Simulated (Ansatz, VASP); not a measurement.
**Two plane-wave programs on MgO**

The input POSCAR:

```
MgO
1.0
    0.0000000000      2.2098942835      2.2098942835
    2.2098942835      0.0000000000      2.2098942835
    2.2098942835      2.2098942835      0.0000000000
Mg O
1 1
Direct
    0.0000000000      0.0000000000      0.0000000000
    0.2500000000      0.2500000000      0.2500000000
```

Contents of INCAR.step1:

```
SYSTEM = MgO
PREC     = Accurate       ! precision mode
ENCUT    = 520            ! plane-wave cutoff, eV
EDIFF    = 1E-5           ! SCF threshold, eV
ISMEAR   = 0              ! smearing method
SIGMA    = 0.01           ! smearing width, eV
LREAL    = .False.        ! projectors in reciprocal space
LASPH    = .True.         ! aspherical terms in the spheres
NELM     = 60             ! most SCF steps
ALGO     = Normal         ! electronic algorithm
ISIF     = 2              ! what is computed and relaxed
LWAVE    = .True.         ! write WAVECAR
LCHARG   = .False.        ! write CHGCAR
NBANDS   = 11             ! bands
GGA      = PE             ! functional
```

Contents of INCAR.step2:

```
SYSTEM = MgO
PREC     = Accurate       ! precision mode
ENCUT    = 520            ! plane-wave cutoff, eV
EDIFF    = 1E-6           ! SCF threshold, eV
ISMEAR   = 0              ! smearing method
SIGMA    = 0.01           ! smearing width, eV
LREAL    = .False.        ! projectors in reciprocal space
LASPH    = .True.         ! aspherical terms in the spheres
NELM     = 60             ! most SCF steps
ALGO     = Normal         ! electronic algorithm
ISIF     = 2              ! what is computed and relaxed
LWAVE    = .False.        ! write WAVECAR
LCHARG   = .False.        ! write CHGCAR
GGA      = PE             ! functional
LHFCALC  = .True.         ! exact exchange
HFSCREEN = 0.2079         ! screening, 1/A
PRECFOCK = Normal       
NBANDS   = 11             ! bands
ISTART   = 1
```

Contents of KPOINTS:

```
Automatic mesh
0
Gamma
  6 6 6
  0 0 0
```

Input for Ansatz:

```yaml
crystal:
  lattice:
    - [0.0, 2.2098942835, 2.2098942835]
    - [2.2098942835, 0.0, 2.2098942835]
    - [2.2098942835, 2.2098942835, 0.0]
  atoms:
    - { symbol: Mg, position: [0.0, 0.0, 0.0] }
    - { symbol: O, position: [0.25, 0.25, 0.25] }
kpoints:
  mp_grid: { grid: [6, 6, 6] }
  band_path:
    path:
      - [0.0, 0.0, 0.0]
      - [-0.5, -0.5, 0.0]
      - [-0.375, -0.375, 0.25]
      - [-0.375, 0.0, 0.375]
      - [0.0, 0.0, 0.5]
      - [-0.5, -0.25, 0.25]
    npoints: 1
hamiltonian:
  xc: hse06
scf:
  occupations: { method: fixed }
  n_extra_bands: 4
output:
  forces: true
  stress: true
  eigenvalues: true
```

Change from the starting cell: hydrostatic strain -3.2%.

Alike in both runs: task single point; functional HSE06; k mesh 6 × 6 × 6; no spin polarisation.

|  | VASP | Ansatz |
| --- | --- | --- |
| version | VASP 6.6.1 | Ansatz 0.2.0 |
| potentials or method | VASP PAW PBE potentials, release 64 (Mg, O) | plane waves, PAW |
| plane-wave cutoff (eV) | 520 | 420 |
| occupations | gaussian, width 0.01 eV | fixed |
| valence electrons in the cell | 8 | 16 |

```tsv
	VASP	Ansatz	Ansatz less VASP
gap on the k mesh at the Fermi level (eV)	5.88	5.90	+0.025
pressure (GPa)	14.9	14.7	-0.17
```

VASP's potentials hold 8 valence electrons a cell and Ansatz's 16, so a difference there can come from the potentials and not from the codes. Ansatz's warnings: stress exchange threshold loose, stress scf threshold loose.
